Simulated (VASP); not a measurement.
# BP (F-43m) in VASP: a series of runs, part 2 of 2

VASP 6.6.1. The steps go on from the part before.

## 3. Single point, PBE (12.47 Å³/atom)

This run uses another cell than the first one, of 12.47 Å³/atom.

Input file INCAR:

```
SYSTEM = BP
PREC     = Accurate       ! precision mode
ENCUT    = 500            ! plane-wave cutoff, eV
EDIFF    = 1E-6           ! SCF threshold, eV
ISMEAR   = 0              ! smearing method
SIGMA    = 0.02           ! smearing width, eV
LREAL    = .FALSE.        ! projectors in reciprocal space
LASPH    = .TRUE.         ! aspherical terms in the spheres
NELM     = 120            ! most SCF steps
ALGO     = Normal         ! electronic algorithm
ISIF     = 2              ! what is computed and relaxed
LWAVE    = .FALSE.        ! write WAVECAR
LCHARG   = .FALSE.        ! write CHGCAR
GGA      = PE             ! functional
NBANDS   = 11             ! bands
GGA_COMPAT= .FALSE.
```

Input file KPOINTS:

```
Automatic mesh
0
G
  10 10 10
  0 0 0
```

Input file POSCAR:

```
BP
1.0
    0.0000000000      2.3187886484      2.3187886484
    2.3187886484      0.0000000000      2.3187886484
    2.3187886484      2.3187886484      0.0000000000
B P
1 1
Direct
    0.0000000000      0.0000000000      0.0000000000
    0.2500000000      0.2500000000      0.2500000000
```

Potentials or basis: VASP PAW PBE potentials, release 64 (B, P).

Command:

```console
> cat potpaw_PBE.64/B/POTCAR potpaw_PBE.64/P/POTCAR > POTCAR
> mpirun -np 1 vasp_std > vasp.out
```

OUTCAR:

```text
SYSTEM = BP
   PREC = Accurate
   ENCUT = 500
   EDIFF = 1E-6
   ISMEAR = 0
   LREAL = .FALSE.
   LASPH = .TRUE.
   NELM = 120
   ISIF = 2
   GGA = PE

 ion  position               nearest neighbor table
   1  0.000  0.000  0.000-   2 2.01   2 2.01   2 2.01   2 2.01
   2  0.250  0.250  0.250-   1 2.01   1 2.01   1 2.01   1 2.01

  LATTYP: Found a face centered cubic cell.
 ALAT       =     4.6375772968

  Lattice vectors:

 A1 = (   0.0000000000,   2.3187886484,   2.3187886484)
 A2 = (   2.3187886484,   0.0000000000,   2.3187886484)
 A3 = (   2.3187886484,   2.3187886484,   0.0000000000)

Analysis of symmetry for initial positions (statically):
=====================================================================
 Subroutine PRICEL returns:
 Original cell was already a primitive cell.

 Routine SETGRP: Setting up the symmetry group for a
 face centered cubic supercell.

 Subroutine GETGRP returns: Found 24 space group operations
 (whereof 24 operations were pure point group operations)
 out of a pool of 48 trial point group operations.

The static configuration has the point symmetry T_d .

Analysis of symmetry for dynamics (positions and initial velocities):
=====================================================================
 Subroutine PRICEL returns:
 Original cell was already a primitive cell.

 Routine SETGRP: Setting up the symmetry group for a
 face centered cubic supercell.

 Subroutine GETGRP returns: Found 24 space group operations
 (whereof 24 operations were pure point group operations)
 out of a pool of 48 trial point group operations.

The dynamic configuration has the point symmetry T_d .

 Subroutine INISYM returns: Found 24 space group operations
 (whereof 24 operations are pure point group operations),
 and found     1 'primitive' translations

----------------------------------------------------------------------------------------

                                     Primitive cell

  volume of cell :      24.9352

[... 115 lines left out ...]
   AEXX    =    0.0000 exact exchange contribution
   IVDW    =     0    specifies the selected vdW correction
   LEPSILON=     F    determine dielectric tensor
   LRPA    =     F    only Hartree local field effects (RPA)
 non-spin polarized calculation
 Gauss-broadening in eV      SIGMA  =   0.02
  energy-cutoff  :      500.00
  volume of cell :       24.94
 maximum number of plane-waves:       644
   NGX = 11   NGY = 11   NGZ = 11

 number of electron       7.9999999 magnetization

 Free energy of the ion-electron system (eV)
  ---------------------------------------------------
  ext. energy  EPLUGINS =         0.00000000
  ---------------------------------------------------
  free energy    TOTEN  =       -12.89048840 eV

  energy without entropy =      -12.89048840  energy(sigma->0) =      -12.89048840

 E-fermi :   6.8225     XC(G=0): -10.6288

 val. band max:        6.6792198713   @ k =   0.0000   0.0000   0.0000
 cond. band min:       8.0050638069   @ k =   0.4000   0.4000   0.0000
 fundamental gap:      1.3258439356
 Fermi energy:         6.8225201439

 k-point     1 :       0.0000    0.0000    0.0000
  band No.  band energies     occupation
      1      -8.2116      2.00000
      2       6.6792      2.00000
      3       6.6792      2.00000
      4       6.6792      2.00000
      5       9.9922      0.00000
      6       9.9922      0.00000
      7       9.9922      0.00000
      8      13.0836      0.00000
      9      17.7713      0.00000
     10      18.6283      0.00000
     11      18.6283      0.00000
[... 309 lines left out ...]
 k-point    24 :       0.4000    0.3000    0.0000
  band No.  band energies     occupation
      1      -5.4424      2.00000
      2       0.6599      2.00000
      3       2.8716      2.00000
      4       3.3667      2.00000
      5       8.5399      0.00000
      6      10.3147      0.00000
      7      15.6907      0.00000
      8      15.7616      0.00000
      9      19.9346      0.00000
     10      21.5818      0.00000
     11      22.8447      0.00000

 [... further k-points ...]

------------------------ aborting loop because EDIFF is reached ----------------------------------------

  FORCE on cell =-STRESS in cart. coord.  units (eV):
  Direction    XX          YY          ZZ          XY          YZ          ZX
  --------------------------------------------------------------------------------------
  -------------------------------------------------------------------------------------
  Total       -1.3399160     -1.3399160     -1.3399160     -0.0000000      0.0000000      0.0000000
  in kB      -86.0943550    -86.0943550    -86.0943550     -0.0000000      0.0000000      0.0000000
  external PRESSURE =     -86.0943550 kB  Pullay stress =       0.0000000 kB

 VOLUME and BASIS-vectors are now :
 -----------------------------------------------------------------------------
  energy-cutoff  :      500.00
  volume of cell :       24.94
      direct lattice vectors                 reciprocal lattice vectors
     0.000000000  2.318788648  2.318788648    -0.215629829  0.215629829  0.215629829
     2.318788648  0.000000000  2.318788648     0.215629829 -0.215629829  0.215629829
     2.318788648  2.318788648  0.000000000     0.215629829  0.215629829 -0.215629829

 POSITION                                       TOTAL-FORCE (eV/Angst)
 -----------------------------------------------------------------------------------
      0.00000      0.00000      0.00000         0.000000      0.000000      0.000000
      1.15939      1.15939      1.15939        -0.000000     -0.000000     -0.000000
 -----------------------------------------------------------------------------------
    total drift:                                0.000000      0.000000      0.000000

  FREE ENERGIE OF THE ION-ELECTRON SYSTEM (eV)
  ---------------------------------------------------
  free  energy   TOTEN  =       -12.8904884036 eV

  energy  without entropy=      -12.8904884036  energy(sigma->0) =      -12.89048840
```

It took 6.4 s on 1 thread of Intel Xeon Platinum 8259CL at 2.50GHz (Skylake/Cascade Lake), shared host; peak memory 0.14 GiB.

What came out:

```yaml
Free_energy: -12.8905 eV
Pressure: -8.6 GPa
Band_gap_on_the_k_mesh: 1.33 eV (least direct gap 3.31 eV)
```

Caveat: the cell stands under tension.

## 4. Single point, PBE (12.82 Å³/atom)

This run uses another cell than the first one, of 12.82 Å³/atom.

Input file INCAR:

```
SYSTEM = BP
PREC = Accurate ; ENCUT = 500
EDIFF = 1E-6 ; ISMEAR = 0
SIGMA = 0.02 ; LREAL = .FALSE.
LASPH = .TRUE. ; NELM = 120
ALGO = Normal ; ISIF = 2
LWAVE = .FALSE. ; LCHARG = .TRUE.
GGA = PE ; LELF = .TRUE.
LVHAR = .TRUE. ; NBANDS = 11
GGA_COMPAT = .FALSE.
```

Input file KPOINTS:

```
regular mesh
0
G
  10 10 10
  0 0 0
```

Input file POSCAR:

```
BP
1.0
    0.0000000000      2.3404608265      2.3404608265
    2.3404608265      0.0000000000      2.3404608265
    2.3404608265      2.3404608265      0.0000000000
B P
1 1
Direct
    0.0000000000      0.0000000000      0.0000000000
    0.2500000000      0.2500000000      0.2500000000
```

Potentials or basis: VASP PAW PBE potentials, release 64 (B, P).

Command:

```console
> cat potpaw_PBE.64/B/POTCAR potpaw_PBE.64/P/POTCAR > POTCAR
> mpirun -np 1 vasp_std > vasp.out
```

OUTCAR:

```text
SYSTEM = BP
   PREC = Accurate
   ENCUT = 500
   EDIFF = 1E-6
   ISMEAR = 0
   LREAL = .FALSE.
   LASPH = .TRUE.
   NELM = 120
   ISIF = 2
   GGA = PE

 ion  position               nearest neighbor table
   1  0.000  0.000  0.000-   2 2.03   2 2.03   2 2.03   2 2.03
   2  0.250  0.250  0.250-   1 2.03   1 2.03   1 2.03   1 2.03

  LATTYP: Found a face centered cubic cell.
 ALAT       =     4.6809216530

  Lattice vectors:

 A1 = (   0.0000000000,   2.3404608265,   2.3404608265)
[... 521 lines left out ...]

------------------------ aborting loop because EDIFF is reached ----------------------------------------

  FORCE on cell =-STRESS in cart. coord.  units (eV):
  Direction    XX          YY          ZZ          XY          YZ          ZX
  --------------------------------------------------------------------------------------
  -------------------------------------------------------------------------------------
  Total       -1.9168674     -1.9168674     -1.9168674     -0.0000000      0.0000000      0.0000000
  in kB     -119.7756470   -119.7756470   -119.7756470     -0.0000000      0.0000000      0.0000000
  external PRESSURE =    -119.7756470 kB  Pullay stress =       0.0000000 kB

 VOLUME and BASIS-vectors are now :
 -----------------------------------------------------------------------------
  energy-cutoff  :      500.00
  volume of cell :       25.64
      direct lattice vectors                 reciprocal lattice vectors
     0.000000000  2.340460827  2.340460827    -0.213633142  0.213633142  0.213633142
     2.340460827  0.000000000  2.340460827     0.213633142 -0.213633142  0.213633142
     2.340460827  2.340460827  0.000000000     0.213633142  0.213633142 -0.213633142

 POSITION                                       TOTAL-FORCE (eV/Angst)
 -----------------------------------------------------------------------------------
      0.00000      0.00000      0.00000         0.000000     -0.000000      0.000000
      1.17023      1.17023      1.17023        -0.000000      0.000000     -0.000000
 -----------------------------------------------------------------------------------
    total drift:                                0.000000      0.000000      0.000000

  FREE ENERGIE OF THE ION-ELECTRON SYSTEM (eV)
  ---------------------------------------------------
  free  energy   TOTEN  =       -12.8452371293 eV

  energy  without entropy=      -12.8452371293  energy(sigma->0) =      -12.84523713
```

stdout:

```text
POSCAR found type information on POSCAR B P
 POSCAR found :  2 types and       2 ions
 scaLAPACK will be used
 LDA part: xc-table for (Slater+PW92), standard interpolation
 POSCAR, INCAR and KPOINTS ok, starting setup
 FFT: planning ... GRIDC
 FFT: planning ... GRID_SOFT
 FFT: planning ... GRID
 WAVECAR not read
 entering main loop
```

It took 6.9 s on 1 thread of Intel Xeon Platinum 8259CL at 2.50GHz (Skylake/Cascade Lake), shared host; peak memory 0.13 GiB.

What came out:

```yaml
Free_energy: -12.8452 eV
Pressure: -12.0 GPa
Band_gap_on_the_k_mesh: 1.36 eV (least direct gap 3.28 eV)
```

Caveat: the cell stands under tension.

## 5. Overview

| cell | gap on the mesh (eV) | pressure (GPa) |
| --- | --- | --- |
| a = 3.248 Å, angles 60.0°, 2 atoms | 1.29 | -4.7 |
| a = 3.279 Å, angles 60.0°, 2 atoms | 1.33 | -8.6 |
| a = 3.310 Å, angles 60.0°, 2 atoms | 1.36 | -12.0 |

Alike in all rows: task single point; level PBE; potentials or basis VASP PAW PBE potentials, release 64 (B, P); no spin polarisation; k mesh 10 × 10 × 10; cutoff (eV) 500; smearing gaussian 0.02 eV.

Caveats: the cell stands under tension.

Absolute energies hang on the potentials; compare differences alone.
